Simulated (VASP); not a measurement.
# Si (Fd-3m) in VASP: a series of runs

Runs on Si. Level: PBEsol. Tasks: single point, relaxation of cell and atoms.

All numbers are computed with VASP 6.6.1; they aren't measurements. Logs are shortened: lines on timing, memory, paths and dates and some standing lists are left out, and cuts for length are marked.

### 1 The cell of the first run

Symmetry: Fd-3m, No. 227, cubic system. Conventional cell: a = 5.434 Å, b = 5.434 Å, c = 5.434 Å, α = 90.00°, β = 90.00°, γ = 90.00°. Si (site symmetry -43m) has 4 Si at 2.35 Å within 3.1 Å.

### 2 Single point, PBEsol

Input file INCAR:

```
SYSTEM = Si
PREC = Accurate
ENCUT = 520
EDIFF = 1E-6
ISMEAR = 0
SIGMA = 0.02
LREAL = .False.
LASPH = .True.
NELM = 100
ALGO = Normal
ISIF = 2
LWAVE = .False.
LCHARG = .False.
GGA = PS
NBANDS = 11
```

Input file KPOINTS:

```
regular mesh
0
Gamma
  12 12 12
  0 0 0
```

Input file POSCAR:

```
Si
1.0
    0.0000000000      2.7169171024      2.7169171024
    2.7169171024      0.0000000000      2.7169171024
    2.7169171024      2.7169171024      0.0000000000
Si
2
Direct
    0.7500000000      0.7500000000      0.7500000000
    0.5000000000      0.5000000000      0.5000000000
```

Potentials or basis: VASP PAW PBE potentials, release 64 (Si).

Command:

```
$ cat potpaw_PBE.64/Si/POTCAR > POTCAR
$ mpirun -np 1 vasp_std > vasp.out
```

OUTCAR:

```text
SYSTEM = Si
   PREC = Accurate
   ENCUT = 520
   EDIFF = 1E-6
   ISMEAR = 0
   LREAL = .False.
   LASPH = .True.
   NELM = 100
   ISIF = 2
   GGA = PS

 ion  position               nearest neighbor table
   1  0.750  0.750  0.750-   2 2.35   2 2.35   2 2.35   2 2.35
   2  0.500  0.500  0.500-   1 2.35   1 2.35   1 2.35   1 2.35

  LATTYP: Found a face centered cubic cell.
 ALAT       =     5.4338342048

  Lattice vectors:

 A1 = (   0.0000000000,   2.7169171024,   2.7169171024)
 A2 = (   2.7169171024,   0.0000000000,   2.7169171024)
 A3 = (   2.7169171024,   2.7169171024,   0.0000000000)

Analysis of symmetry for initial positions (statically):
=====================================================================
 Subroutine PRICEL returns:
 Original cell was already a primitive cell.

 Routine SETGRP: Setting up the symmetry group for a
 face centered cubic supercell.

 Subroutine GETGRP returns: Found 48 space group operations
 (whereof 24 operations were pure point group operations)
 out of a pool of 48 trial point group operations.

The static configuration has the point symmetry T_d .
 The point group associated with its full space group is O_h .

Analysis of symmetry for dynamics (positions and initial velocities):
=====================================================================
 Subroutine PRICEL returns:
 Original cell was already a primitive cell.

 Routine SETGRP: Setting up the symmetry group for a
 face centered cubic supercell.

 Subroutine GETGRP returns: Found 48 space group operations
 (whereof 24 operations were pure point group operations)
 out of a pool of 48 trial point group operations.

The dynamic configuration has the point symmetry T_d .
 The point group associated with its full space group is O_h .

 Subroutine INISYM returns: Found 48 space group operations
 (whereof 24 operations are pure point group operations),
 and found     1 'primitive' translations

----------------------------------------------------------------------------------------

                                     Primitive cell

  volume of cell :      40.1106

  direct lattice vectors                    reciprocal lattice vectors
     0.000000000  2.716917102  2.716917102    -0.184032115  0.184032115  0.184032115
     2.716917102  0.000000000  2.716917102     0.184032115 -0.184032115  0.184032115
     2.716917102  2.716917102  0.000000000     0.184032115  0.184032115 -0.184032115

  length of vectors
     3.842301014  3.842301014  3.842301014     0.318752973  0.318752973  0.318752973

  position of ions in fractional coordinates (direct lattice)
     0.750000000  0.750000000  0.750000000
     0.500000000  0.500000000  0.500000000

  ion indices of the primitive-cell ions
   primitive index   ion index
                 1           1
                 2           2

----------------------------------------------------------------------------------------

 KPOINTS: regular mesh

Automatic generation of k-mesh.
 Grid dimensions read from file:
 generate k-points for:   12   12   12

 Generating k-lattice:

  Cartesian coordinates                     Fractional coordinates (reciprocal lattice)
    -0.015336010  0.015336010  0.015336010     0.083333333  0.000000000  0.000000000
     0.015336010 -0.015336010  0.015336010     0.000000000  0.083333333  0.000000000
     0.015336010  0.015336010 -0.015336010     0.000000000  0.000000000  0.083333333

  Length of vectors
     0.026562748  0.026562748  0.026562748

  Shift w.r.t. Gamma in fractional coordinates (k-lattice)
     0.000000000  0.000000000  0.000000000

 Subroutine IBZKPT returns following result:
 ===========================================

 Found     72 irreducible k-points:

 Following reciprocal coordinates:
            Coordinates               Weight
  0.000000  0.000000  0.000000      1.000000
  0.083333  0.000000  0.000000      8.000000
  0.166667  0.000000  0.000000      8.000000
  0.250000  0.000000  0.000000      8.000000
  0.333333  0.000000  0.000000      8.000000
  0.416667  0.000000  0.000000      8.000000
[... 16 lines left out ...]
  0.500000  0.166667  0.000000     24.000000
 -0.416667  0.166667  0.000000     24.000000
 [... further k-points ...]
   k-points           NKPTS =     72   k-points in BZ     NKDIM =     72   number of bands    NBANDS=     11
   number of dos      NEDOS =    301   number of ions     NIONS =      2
   total plane-waves  NPLWV =  27000
   dimension x,y,z NGX =    30 NGY =   30 NGZ =   30
   dimension x,y,z NGXF=    60 NGYF=   60 NGZF=   60
   ions per type =               2
   NGX,Y,Z   is equivalent  to a cutoff of  12.98, 12.98, 12.98 a.u.
   NGXF,Y,Z  is equivalent  to a cutoff of  25.96, 25.96, 25.96 a.u.
 SYSTEM =  Si
   PREC   = accura    normal or accurate (medium, high low for compatibility)
   ISTART =      0    job   : 0-new  1-cont  2-samecut
   ICHARG =      2    charge: 1-file 2-atom 10-const
   ISPIN  =      1    spin polarized calculation?
   LNONCOLLINEAR =      F non collinear calculations
   LSORBIT =      F    spin-orbit coupling
   LASPH  =      T    aspherical Exc in radial PAW
   ENCUT  =  520.0 eV  38.22 Ry    6.18 a.u.   7.14  7.14  7.14*2*pi/ulx,y,z
   NELM   =    100;   NELMIN=  2; NELMDL= -5     # of ELM steps
   EDIFF  = 0.1E-05   stopping-criterion for ELM
   LREAL  =      F    real-space projection
   EDIFFG = 0.1E-04   stopping-criterion for IOM
   NSW    =      0    number of steps for IOM
   IBRION =     -1    ionic relax: 0-MD 1-quasi-New 2-CG
   NFREE  =      0    steps in history (QN), initial steepest desc. (CG)
   ISIF   =      2    stress and relaxation
   ISYM   =      2    0-nonsym 1-usesym 2-fastsym
   POTIM  = 0.5000    time-step for ionic-motion
   TEBEG  =    0.0;   TEEND  =   0.0 temperature during run
   PSTRESS=    0.0 pullay stress
   NELECT =       8.0000    total number of electrons
   NUPDOWN=      -1.0000    fix difference up-down
   EMIN   =  10.00;   EMAX   =-10.00  energy-range for DOS
   EFERMI =   0.00;   METHOD = LEGACY
   ISMEAR =     0;   SIGMA  =   0.02  broadening in eV -4-tet -1-fermi 0-gaus
   EFERMI_NEDOS =   21; number of points for ismear=-14 and -15
   IALGO  =     38    algorithm
   IMIX   =      4    mixing-type and parameters
     AMIX     =   0.40;   BMIX     =  1.00
     AMIX_MAG =   1.60;   BMIX_MAG =  1.00
  volume/ion in A,a.u.               =      20.06       135.34
  Fermi-wavevector in a.u.,A,eV,Ry     =   0.956500  1.807523 12.447872  0.914893
  Thomas-Fermi vector in A             =   2.085434
   LORBIT       =      0    0 simple, 1 ext, 2 COOP (PROOUT), +10 PAW based schemes
   GGA     = PS    functional components
   LHFCALC =     F    Hartree Fock is set to
   AEXX    =    0.0000 exact exchange contribution
   IVDW    =     0    specifies the selected vdW correction
   LEPSILON=     F    determine dielectric tensor
   LRPA    =     F    only Hartree local field effects (RPA)
 non-spin polarized calculation
 Gauss-broadening in eV      SIGMA  =   0.02
  energy-cutoff  :      520.00
  volume of cell :       40.11
 maximum number of plane-waves:      1106
 NGX is ok and might be reduce to    30
   NGX = 15   NGY = 15   NGZ = 15

 number of electron       8.0000001 magnetization

 Free energy of the ion-electron system (eV)
  ---------------------------------------------------
  ext. energy  EPLUGINS =         0.00000000
  ---------------------------------------------------
  free energy    TOTEN  =       -11.49324603 eV

  energy without entropy =      -11.49324603  energy(sigma->0) =      -11.49324603

 E-fermi :   5.9318     XC(G=0):  -9.5472

 val. band max:        5.7721912001   @ k =   0.0000   0.0000   0.0000
 cond. band min:       6.2318273246   @ k =   0.4167   0.4167   0.0000
 fundamental gap:      0.4596361245
 Fermi energy:         5.9318009347

 k-point     1 :       0.0000    0.0000    0.0000
  band No.  band energies     occupation
      1      -6.2062      2.00000
      2       5.7722      2.00000
      3       5.7722      2.00000
      4       5.7722      2.00000
      5       8.2890      0.00000
      6       8.2890      0.00000
      7       8.2890      0.00000
      8       9.0766      0.00000
      9      13.4598      0.00000
     10      13.4598      0.00000
     11      13.4757      0.00000

 k-point     2 :       0.0833    0.0000    0.0000
  band No.  band energies     occupation
      1      -6.1150      2.00000
      2       4.9043      2.00000
      3       5.6267      2.00000
      4       5.6267      2.00000
      5       8.3257      0.00000
      6       8.5023      0.00000
      7       8.5023      0.00000
      8       9.7447      0.00000
      9      13.1773      0.00000
     10      13.1773      0.00000
     11      13.8708      0.00000

 k-point     3 :       0.1667    0.0000    0.0000
  band No.  band energies     occupation
      1      -5.8441      2.00000
      2       3.3745      2.00000
      3       5.3179      2.00000
      4       5.3179      2.00000
      5       8.0568      0.00000
      6       8.9393      0.00000
      7       8.9393      0.00000
      8      11.1623      0.00000
      9      12.7962      0.00000
     10      12.7962      0.00000
     11      14.6351      0.00000

 k-point     4 :       0.2500    0.0000    0.0000
  band No.  band energies     occupation
      1      -5.4042      2.00000
      2       1.8233      2.00000
      3       5.0080      2.00000
      4       5.0080      2.00000
      5       7.7276      0.00000
      6       9.2292      0.00000
      7       9.2292      0.00000
      8      12.6063      0.00000
      9      12.9027      0.00000
     10      12.9027      0.00000
     11      14.5509      0.00000
[... 239 lines left out ...]
 k-point    22 :       0.4167    0.1667    0.0000
  band No.  band energies     occupation
      1      -4.2923      2.00000
      2       0.0808      2.00000
      3       3.3147      2.00000
      4       3.9298      2.00000
      5       7.6926      0.00000
      6       9.9704      0.00000
      7      10.6134      0.00000
      8      10.7352      0.00000
      9      15.5052      0.00000
     10      15.9131      0.00000
     11      16.5220      0.00000

 k-point    23 :       0.5000    0.1667    0.0000
  band No.  band energies     occupation
      1      -3.7036      2.00000
      2      -0.8604      2.00000
      3       2.9677      2.00000
      4       3.9852      2.00000
      5       7.7232      0.00000
      6       9.8191      0.00000
      7      10.3357      0.00000
      8      12.1105      0.00000
      9      15.0448      0.00000
     10      16.1945      0.00000
     11      17.4205      0.00000

 k-point    24 :      -0.4167    0.1667    0.0000
  band No.  band energies     occupation
      1      -3.5874      2.00000
      2      -1.0222      2.00000
      3       2.7516      2.00000
      4       4.1713      2.00000
      5       7.8717      0.00000
      6       9.7663      0.00000
      7      10.1076      0.00000
      8      13.6594      0.00000
      9      14.2174      0.00000
     10      14.4963      0.00000
     11      16.7842      0.00000

 [... further k-points ...]
[... 5 lines left out ...]
  --------------------------------------------------------------------------------------
  -------------------------------------------------------------------------------------
  Total        0.0249481      0.0249481      0.0249481      0.0000000      0.0000000     -0.0000000
  in kB        0.9965261      0.9965261      0.9965261      0.0000000      0.0000000     -0.0000000
  external PRESSURE =       0.9965261 kB  Pullay stress =       0.0000000 kB

 VOLUME and BASIS-vectors are now :
 -----------------------------------------------------------------------------
  energy-cutoff  :      520.00
  volume of cell :       40.11
      direct lattice vectors                 reciprocal lattice vectors
     0.000000000  2.716917102  2.716917102    -0.184032115  0.184032115  0.184032115
     2.716917102  0.000000000  2.716917102     0.184032115 -0.184032115  0.184032115
     2.716917102  2.716917102  0.000000000     0.184032115  0.184032115 -0.184032115

 POSITION                                       TOTAL-FORCE (eV/Angst)
 -----------------------------------------------------------------------------------
      4.07538      4.07538      4.07538         0.000000      0.000000      0.000000
      2.71692      2.71692      2.71692        -0.000000     -0.000000     -0.000000
 -----------------------------------------------------------------------------------
    total drift:                                0.000000     -0.000000     -0.000000

  FREE ENERGIE OF THE ION-ELECTRON SYSTEM (eV)
  ---------------------------------------------------
  free  energy   TOTEN  =       -11.4932460339 eV

  energy  without entropy=      -11.4932460339  energy(sigma->0) =      -11.49324603
```

Run time: 41 s. Hardware: 1 thread of Intel Xeon 8259CL, shared host; peak memory 0.17 GiB.

What came out:

- Free energy: -11.4932 eV
- Pressure: 0.1 GPa
- Band gap on the k mesh: 0.46 eV, indirect (least direct gap 2.52 eV)

Levels at points of the mesh, in eV from the valence-band top:
| k point | band 2 | band 3 | band 4 | band 5 | band 6 | band 7 |
| --- | --- | --- | --- | --- | --- | --- |
| (0.00, 0.00, 0.00) | 0.00 | 0.00 | 0.00 | 2.52 | 2.52 | 2.52 |
| (0.50, 0.00, 0.00) | -7.01 | -1.20 | -1.20 | 1.46 | 3.27 | 3.27 |
| (0.50, 0.50, 0.00) | -7.82 | -2.87 | -2.87 | 0.59 | 0.59 | 10.05 |

Caveat: the PAW data sets were made with another functional, which shifts forces and pressure a little. A k mesh can miss the band edges.

### 3 Relaxation of cell and atoms, PBEsol

Input file INCAR:

```
SYSTEM = Si
PREC     = Accurate       ! precision mode
ENCUT    = 600            ! plane-wave cutoff, eV
EDIFF    = 1E-7           ! SCF threshold, eV
ISMEAR   = 0              ! smearing method
SIGMA    = 0.02           ! smearing width, eV
LREAL    = .False.        ! projectors in reciprocal space
LASPH    = .True.         ! aspherical terms in the spheres
NELM     = 80             ! most SCF steps
ALGO     = Normal         ! electronic algorithm
ISIF     = 3              ! what is computed and relaxed
LWAVE    = .False.        ! write WAVECAR
LCHARG   = .False.        ! write CHGCAR
GGA      = PS             ! functional
IBRION   = 2              ! ionic algorithm
NSW      = 100            ! ionic steps
EDIFFG   = -0.005         ! ionic threshold
```

KPOINTS is that of step 2.

POSCAR is that of step 2.

Potentials or basis: VASP PAW PBE potentials, release 64 (Si).

Command:

```
$ cat potpaw_PBE.64/Si/POTCAR > POTCAR
$ mpirun -np 1 vasp_std > vasp.out
```

It took 47 s on 1 thread of Intel Xeon 8259CL, shared host; peak memory 0.18 GiB.

It converged, with:

```yaml
Free_energy: -11.4932 eV
Relaxed_volume: 20.08 Å³/atom
Relaxed_cell: a = 3.844 Å, b = 3.844 Å, c = 3.844 Å, α = 60.00°, β = 60.00°, γ = 60.00°
Space_group_after_relaxing_to_0.05_Å: Fd-3m (No. 227)
Energy_gained_by_relaxing: 0.0 meV/atom
Ionic_steps: 3
Pressure_after_relaxing: 0.0 GPa
Band_gap_on_the_k_mesh: 0.46 eV, indirect (least direct gap 2.52 eV)
```

Final structure:
```
Si
1.0
     0.00000    2.71785    2.71785
     2.71785    0.00000    2.71785
     2.71785    2.71785    0.00000
Si
2
Direct
  0.75000 0.75000 0.75000
  0.50000 0.50000 0.50000
```

Levels at points of the mesh, in eV from the valence-band top:
| k point | band 2 | band 3 | band 4 | band 5 | band 6 | band 7 |
| --- | --- | --- | --- | --- | --- | --- |
| (0.00, 0.00, 0.00) | 0.00 | 0.00 | 0.00 | 2.52 | 2.52 | 2.52 |
| (0.50, 0.00, 0.00) | -7.00 | -1.20 | -1.20 | 1.46 | 3.27 | 3.27 |
| (0.50, 0.50, 0.00) | -7.82 | -2.87 | -2.87 | 0.59 | 0.59 | 10.04 |

Caveat: the PAW data sets were made with another functional, which shifts forces and pressure a little.
